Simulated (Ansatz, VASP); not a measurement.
## Two plane-wave programs on Si2Sb2Se

```
CELL_PARAMETERS angstrom
3.80845 0.00000 0.00000
-1.90423 3.29822 0.00000
0.00000 0.00000 9.09142
ATOMIC_POSITIONS crystal
Si 0.66667 0.33333 0.56865
Si 0.33333 0.66667 0.43135
Sb 0.66667 0.33333 0.22119
Sb 0.33333 0.66667 0.77881
Se 0.00000 0.00000 0.00000
```

Change from the starting cell: species swapped into the EuMg2Bi2 type (P-3m1, No. 164).

Alike in both runs: task relaxation of cell and atoms; functional PBE; k mesh 12 × 12 × 4; occupations gaussian, width 0.1 eV; no spin polarisation.

```csv
,VASP,Ansatz
version,VASP 6.6.1,Ansatz 0.2.0
potentials or method,"VASP PAW PBE potentials, release 64 (Si, Sb, Se), cutoff 600 eV","scalar-relativistic, plane waves, PAW"
valence electrons in the cell,24,54
```

|  | VASP | Ansatz | Ansatz less VASP |
| --- | --- | --- | --- |
| gap on the k mesh at the Fermi level, each at its own relaxed structure (eV) | none | none | - |
| relaxed volume (Å³/atom) | 22.71 | 22.72 | +0.017 |
| relaxed length of the cell vector where the two differ most in proportion (Å) | 3.768 | 3.769 | +0.0012 |

A gap of «none» marks a metal or a gap that the smearing closes. VASP's potentials hold 24 valence electrons a cell and Ansatz's 54, so a difference there can come from the potentials and not from the codes.

Spin-orbit coupling is off throughout.
